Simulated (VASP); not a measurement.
# N (Pa-3) in VASP: notebook

The runs below take N through single point, relaxation of cell and atoms, with revPBE.

Program: VASP 6.6.1. These are calculated values, not measurements. Logs are shortened: lines on timing, memory, paths and dates and some standing lists are left out, and cuts for length are marked.

## 1. The cell of the first run

The structure is cubic, space group Pa-3 (No. 205). Conventional cell: a = 6.874 Å, b = 6.874 Å, c = 6.874 Å, α = 90.00°, β = 90.00°, γ = 90.00°. Within 1.5 Å of N (site symmetry 3) lie 1 N at 1.11 Å.

## 2. Single point, revPBE

File INCAR:

```
PREC     = Accurate       # precision mode
ENCUT    = 520            # plane-wave cutoff, eV
EDIFF    = 1E-6           # SCF threshold, eV
ISMEAR   = -1             # smearing method
SIGMA    = 0.05           # smearing width, eV
LREAL    = F              # projectors in reciprocal space
LASPH    = T              # aspherical terms in the spheres
NELM     = 80             # most SCF steps
ALGO     = Normal         # electronic algorithm
ISIF     = 2              # what is computed and relaxed
LWAVE    = F              # write WAVECAR
LCHARG   = F              # write CHGCAR
GGA      = RE             # functional
NBANDS   = 30             # bands
```

File KPOINTS:

```
regular mesh
0
Gamma
  3 3 3
```

File POSCAR:

```
N
1.0
    6.8744341547      0.0000000000      0.0000000000
    0.0000000000      6.8744341547      0.0000000000
    0.0000000000      0.0000000000      6.8744341547
N
8
Direct
    0.0464021691      0.0464021691      0.0464021691
    0.4535978309      0.9535978309      0.5464021691
    0.5464021691      0.4535978309      0.9535978309
    0.9535978309      0.5464021691      0.4535978309
    0.9535978309      0.9535978309      0.9535978309
    0.5464021691      0.0464021691      0.4535978309
    0.4535978309      0.5464021691      0.0464021691
    0.0464021691      0.4535978309      0.5464021691
```

Potentials or basis: VASP PAW PBE potentials, release 64 (N).

Launch:

```
> cat potpaw_PBE.64/N/POTCAR > POTCAR
> mpirun -np 1 vasp_std > vasp.out
```

OUTCAR:

```text
PREC = Accurate
   ENCUT = 520
   EDIFF = 1E-6
   ISMEAR = -1
   LREAL = F
   LASPH = T
   NELM = 80
   ISIF = 2
   GGA = RE

 ion  position               nearest neighbor table
   1  0.046  0.046  0.046-   5 1.11
   2  0.454  0.954  0.546-   6 1.11
   3  0.546  0.454  0.954-   7 1.11
   4  0.954  0.546  0.454-   8 1.11
   5  0.954  0.954  0.954-   1 1.11
   6  0.546  0.046  0.454-   2 1.11
   7  0.454  0.546  0.046-   3 1.11
   8  0.046  0.454  0.546-   4 1.11

  LATTYP: Found a simple cubic cell.
 ALAT       =     6.8744341547

  Lattice vectors:

 A1 = (   6.8744341547,   0.0000000000,   0.0000000000)
 A2 = (   0.0000000000,   6.8744341547,   0.0000000000)
 A3 = (   0.0000000000,   0.0000000000,   6.8744341547)

Analysis of symmetry for initial positions (statically):
=====================================================================
 Subroutine PRICEL returns:
 Original cell was already a primitive cell.

 Routine SETGRP: Setting up the symmetry group for a
 simple cubic supercell.

 Subroutine GETGRP returns: Found 24 space group operations
 (whereof  6 operations were pure point group operations)
 out of a pool of 48 trial point group operations.

The static configuration has the point symmetry S_6 .
 The point group associated with its full space group is T_h .

Analysis of symmetry for dynamics (positions and initial velocities):
=====================================================================
 Subroutine PRICEL returns:
 Original cell was already a primitive cell.

 Routine SETGRP: Setting up the symmetry group for a
 simple cubic supercell.

 Subroutine GETGRP returns: Found 24 space group operations
 (whereof  6 operations were pure point group operations)
 out of a pool of 48 trial point group operations.

The dynamic configuration has the point symmetry S_6 .
 The point group associated with its full space group is T_h .

 Subroutine INISYM returns: Found 24 space group operations
 (whereof  6 operations are pure point group operations),
 and found     1 'primitive' translations

----------------------------------------------------------------------------------------

                                     Primitive cell

  volume of cell :     324.8709

  direct lattice vectors                    reciprocal lattice vectors
     6.874434155  0.000000000  0.000000000     0.145466518  0.000000000  0.000000000
     0.000000000  6.874434155  0.000000000     0.000000000  0.145466518  0.000000000
     0.000000000  0.000000000  6.874434155     0.000000000  0.000000000  0.145466518

  length of vectors
     6.874434155  6.874434155  6.874434155     0.145466518  0.145466518  0.145466518

  position of ions in fractional coordinates (direct lattice)
     0.046402169  0.046402169  0.046402169
     0.453597831  0.953597831  0.546402169
     0.546402169  0.453597831  0.953597831
     0.953597831  0.546402169  0.453597831
     0.953597831  0.953597831  0.953597831
     0.546402169  0.046402169  0.453597831
     0.453597831  0.546402169  0.046402169
     0.046402169  0.453597831  0.546402169

  ion indices of the primitive-cell ions
   primitive index   ion index
                 1           1
                 2           2
                 3           3
                 4           4
                 5           5
                 6           6
                 7           7
                 8           8

----------------------------------------------------------------------------------------

 KPOINTS: regular mesh

Automatic generation of k-mesh.
 Grid dimensions read from file:
 generate k-points for:    3    3    3

 Generating k-lattice:

  Cartesian coordinates                     Fractional coordinates (reciprocal lattice)
     0.048488839  0.000000000  0.000000000     0.333333333  0.000000000  0.000000000
     0.000000000  0.048488839  0.000000000     0.000000000  0.333333333  0.000000000
     0.000000000  0.000000000  0.048488839     0.000000000  0.000000000  0.333333333

  Length of vectors
     0.048488839  0.048488839  0.048488839

  Shift w.r.t. Gamma in fractional coordinates (k-lattice)
     0.000000000  0.000000000  0.000000000

 Subroutine IBZKPT returns following result:
 ===========================================

 Found      4 irreducible k-points:

 Following reciprocal coordinates:
            Coordinates               Weight
  0.000000  0.000000  0.000000      1.000000
  0.333333  0.000000  0.000000      6.000000
  0.333333  0.333333  0.000000     12.000000
  0.333333  0.333333  0.333333      8.000000
   k-points           NKPTS =      4   k-points in BZ     NKDIM =      4   number of bands    NBANDS=     30
   number of dos      NEDOS =    301   number of ions     NIONS =      8
   total plane-waves  NPLWV = 157464
   dimension x,y,z NGX =    54 NGY =   54 NGZ =   54
   dimension x,y,z NGXF=   108 NGYF=  108 NGZF=  108
   ions per type =               8
   NGX,Y,Z   is equivalent  to a cutoff of  13.06, 13.06, 13.06 a.u.
   NGXF,Y,Z  is equivalent  to a cutoff of  26.12, 26.12, 26.12 a.u.
 SYSTEM =  unknown system
   PREC   = accura    normal or accurate (medium, high low for compatibility)
   ISTART =      0    job   : 0-new  1-cont  2-samecut
   ICHARG =      2    charge: 1-file 2-atom 10-const
   ISPIN  =      1    spin polarized calculation?
   LNONCOLLINEAR =      F non collinear calculations
   LSORBIT =      F    spin-orbit coupling
   LASPH  =      T    aspherical Exc in radial PAW
   ENCUT  =  520.0 eV  38.22 Ry    6.18 a.u.  12.78 12.78 12.78*2*pi/ulx,y,z
   NELM   =     80;   NELMIN=  2; NELMDL= -5     # of ELM steps
   EDIFF  = 0.1E-05   stopping-criterion for ELM
   LREAL  =      F    real-space projection
   EDIFFG = 0.1E-04   stopping-criterion for IOM
   NSW    =      0    number of steps for IOM
   IBRION =     -1    ionic relax: 0-MD 1-quasi-New 2-CG
   NFREE  =      0    steps in history (QN), initial steepest desc. (CG)
   ISIF   =      2    stress and relaxation
   ISYM   =      2    0-nonsym 1-usesym 2-fastsym
   POTIM  = 0.5000    time-step for ionic-motion
   TEBEG  =    0.0;   TEEND  =   0.0 temperature during run
   PSTRESS=    0.0 pullay stress
   NELECT =      40.0000    total number of electrons
   NUPDOWN=      -1.0000    fix difference up-down
   EMIN   =  10.00;   EMAX   =-10.00  energy-range for DOS
   EFERMI =   0.00;   METHOD = LEGACY
   ISMEAR =    -1;   SIGMA  =   0.05  broadening in eV -4-tet -1-fermi 0-gaus
   EFERMI_NEDOS =   21; number of points for ismear=-14 and -15
   IALGO  =     38    algorithm
   IMIX   =      4    mixing-type and parameters
     AMIX     =   0.40;   BMIX     =  1.00
     AMIX_MAG =   1.60;   BMIX_MAG =  1.00
  volume/ion in A,a.u.               =      40.61       274.04
  Fermi-wavevector in a.u.,A,eV,Ry     =   0.814438  1.539064  9.024864  0.663309
  Thomas-Fermi vector in A             =   1.924345
   LORBIT       =      0    0 simple, 1 ext, 2 COOP (PROOUT), +10 PAW based schemes
   GGA     = RE    functional components
   LHFCALC =     F    Hartree Fock is set to
   AEXX    =    0.0000 exact exchange contribution
   IVDW    =     0    specifies the selected vdW correction
   LEPSILON=     F    determine dielectric tensor
   LRPA    =     F    only Hartree local field effects (RPA)
 non-spin polarized calculation
  energy-cutoff  :      520.00
  volume of cell :      324.87
 maximum number of plane-waves:      8780
 NGX is ok and might be reduce to    54
   NGX = 25   NGY = 25   NGZ = 25

 number of electron      40.0000011 magnetization

 Free energy of the ion-electron system (eV)
  ---------------------------------------------------
  ext. energy  EPLUGINS =         0.00000000
  ---------------------------------------------------
  free energy    TOTEN  =       -65.42834573 eV

  energy without entropy =      -65.42834573  energy(sigma->0) =      -65.42834573

 E-fermi :  -6.9472     XC(G=0):  -4.4774

 val. band max:       -8.1805918867   @ k =   0.3333   0.0000   0.0000
 cond. band min:      -0.2812537154   @ k =   0.0000   0.0000   0.0000
 fundamental gap:      7.8993381713
 Fermi energy:        -6.9471855357

 k-point     1 :       0.0000    0.0000    0.0000
  band No.  band energies     occupation
      1     -26.3644      2.00000
      2     -26.3597      2.00000
      3     -26.3597      2.00000
      4     -26.3597      2.00000
      5     -11.5878      2.00000
      6     -11.5878      2.00000
      7     -11.5878      2.00000
      8     -11.5679      2.00000
      9      -9.6322      2.00000
     10      -9.6322      2.00000
     11      -9.6322      2.00000
     12      -9.5885      2.00000
     13      -9.5885      2.00000
     14      -9.5565      2.00000
     15      -9.5565      2.00000
     16      -9.5565      2.00000
     17      -8.4025      2.00000
     18      -8.1822      2.00000
     19      -8.1822      2.00000
     20      -8.1822      2.00000
     21      -0.2813      0.00000
     22      -0.2813      0.00000
     23      -0.2813      0.00000
     24       0.0442      0.00000
     25       0.0442      0.00000
     26       0.0442      0.00000
     27       0.1408      0.00000
     28       0.1408      0.00000
     29       1.4296      0.00000
     30       3.6621      0.00000

 k-point     2 :       0.3333    0.0000    0.0000
  band No.  band energies     occupation
      1     -26.3633      2.00000
      2     -26.3609      2.00000
      3     -26.3597      2.00000
      4     -26.3597      2.00000
      5     -11.5878      2.00000
      6     -11.5878      2.00000
      7     -11.5829      2.00000
      8     -11.5731      2.00000
      9      -9.6245      2.00000
     10      -9.6222      2.00000
     11      -9.6213      2.00000
     12      -9.6003      2.00000
     13      -9.5812      2.00000
     14      -9.5738      2.00000
     15      -9.5699      2.00000
     16      -9.5652      2.00000
     17      -8.3407      2.00000
     18      -8.2313      2.00000
     19      -8.1806      2.00000
     20      -8.1806      2.00000
     21      -0.2239      0.00000
     22      -0.2209      0.00000
     23      -0.1648      0.00000
     24       0.0088      0.00000
     25       0.0118      0.00000
     26       0.0527      0.00000
     27       0.0657      0.00000
     28       0.1140      0.00000
     29       1.6845      0.00000
     30       2.5441      0.00000

 k-point     3 :       0.3333    0.3333    0.0000
  band No.  band energies     occupation
      1     -26.3624      2.00000
      2     -26.3607      2.00000
      3     -26.3606      2.00000
      4     -26.3601      2.00000
      5     -11.5870      2.00000
      6     -11.5846      2.00000
      7     -11.5846      2.00000
      8     -11.5772      2.00000
      9      -9.6298      2.00000
     10      -9.6244      2.00000
     11      -9.6081      2.00000
     12      -9.6056      2.00000
     13      -9.5860      2.00000
     14      -9.5806      2.00000
     15      -9.5659      2.00000
     16      -9.5630      2.00000
     17      -8.2979      2.00000
     18      -8.2180      2.00000
     19      -8.2180      2.00000
     20      -8.1927      2.00000
     21      -0.1639      0.00000
     22      -0.1232      0.00000
     23      -0.1223      0.00000
     24      -0.0071      0.00000
     25       0.0123      0.00000
     26       0.0292      0.00000
     27       0.0423      0.00000
     28       0.0542      0.00000
     29       1.9312      0.00000
     30       2.7600      0.00000

 k-point     4 :       0.3333    0.3333    0.3333
  band No.  band energies     occupation
      1     -26.3618      2.00000
      2     -26.3606      2.00000
      3     -26.3606      2.00000
      4     -26.3606      2.00000
      5     -11.5854      2.00000
      6     -11.5854      2.00000
      7     -11.5851      2.00000
      8     -11.5804      2.00000
      9      -9.6362      2.00000
     10      -9.6247      2.00000
     11      -9.6247      2.00000
     12      -9.6181      2.00000
     13      -9.5707      2.00000
     14      -9.5707      2.00000
     15      -9.5570      2.00000
     16      -9.5570      2.00000
     17      -8.2716      2.00000
     18      -8.2191      2.00000
     19      -8.2191      2.00000
     20      -8.2184      2.00000
     21      -0.1178      0.00000
     22      -0.0727      0.00000
     23      -0.0727      0.00000
     24      -0.0302      0.00000
     25       0.0044      0.00000
     26       0.0044      0.00000
     27       0.0418      0.00000
     28       0.0418      0.00000
     29       2.1690      0.00000
     30       2.8830      0.00000

------------------------ aborting loop because EDIFF is reached ----------------------------------------

  FORCE on cell =-STRESS in cart. coord.  units (eV):
  Direction    XX          YY          ZZ          XY          YZ          ZX
  --------------------------------------------------------------------------------------
  -------------------------------------------------------------------------------------
  Total        2.3241975      2.3241975      2.3241975      0.0000000      0.0000000     -0.0000000
  in kB       11.4623258     11.4623258     11.4623258      0.0000000      0.0000000     -0.0000000
  external PRESSURE =      11.4623258 kB  Pullay stress =       0.0000000 kB

 VOLUME and BASIS-vectors are now :
 -----------------------------------------------------------------------------
  energy-cutoff  :      520.00
  volume of cell :      324.87
      direct lattice vectors                 reciprocal lattice vectors
     6.874434155  0.000000000  0.000000000     0.145466518  0.000000000  0.000000000
     0.000000000  6.874434155  0.000000000     0.000000000  0.145466518  0.000000000
     0.000000000  0.000000000  6.874434155     0.000000000  0.000000000  0.145466518

 POSITION                                       TOTAL-FORCE (eV/Angst)
 -----------------------------------------------------------------------------------
      0.31899      0.31899      0.31899         1.010401      1.010401      1.010401
      3.11823      6.55545      3.75621        -1.010401     -1.010401      1.010401
      3.75621      3.11823      6.55545         1.010401     -1.010401     -1.010401
      6.55545      3.75621      3.11823        -1.010401      1.010401     -1.010401
      6.55545      6.55545      6.55545        -1.010401     -1.010401     -1.010401
      3.75621      0.31899      3.11823         1.010401      1.010401     -1.010401
      3.11823      3.75621      0.31899        -1.010401      1.010401      1.010401
      0.31899      3.11823      3.75621         1.010401     -1.010401      1.010401
 -----------------------------------------------------------------------------------
    total drift:                                0.000000     -0.000000      0.000000

  FREE ENERGIE OF THE ION-ELECTRON SYSTEM (eV)
  ---------------------------------------------------
  free  energy   TOTEN  =       -65.4283457252 eV

  energy  without entropy=      -65.4283457251  energy(sigma->0) =      -65.42834573
```

Wall time 32 s (1 thread of Intel Xeon Platinum 8375C at 2.90GHz (Ice Lake), shared host); peak memory 0.36 GiB.

What came out:

```
Free energy            : -65.4283 eV
Pressure               : 1.1 GPa
Largest force          : 1.750 eV/Å
Band gap on the k mesh : 7.90 eV, indirect (the least direct gap lies 1.6 meV higher)
```

Forces on the atoms (eV/Å):
```
N    1.010  1.010  1.010
N   -1.010 -1.010  1.010
N    1.010 -1.010 -1.010
N   -1.010  1.010 -1.010
N   -1.010 -1.010 -1.010
N    1.010  1.010 -1.010
N   -1.010  1.010  1.010
N    1.010 -1.010  1.010
```

Caveat: the standard files for N, O and F lose accuracy on very short bonds; the PAW data sets were made with another functional, which shifts forces and pressure a little. A k mesh can miss the band edges.

(Part 1 of 2 ends here.)
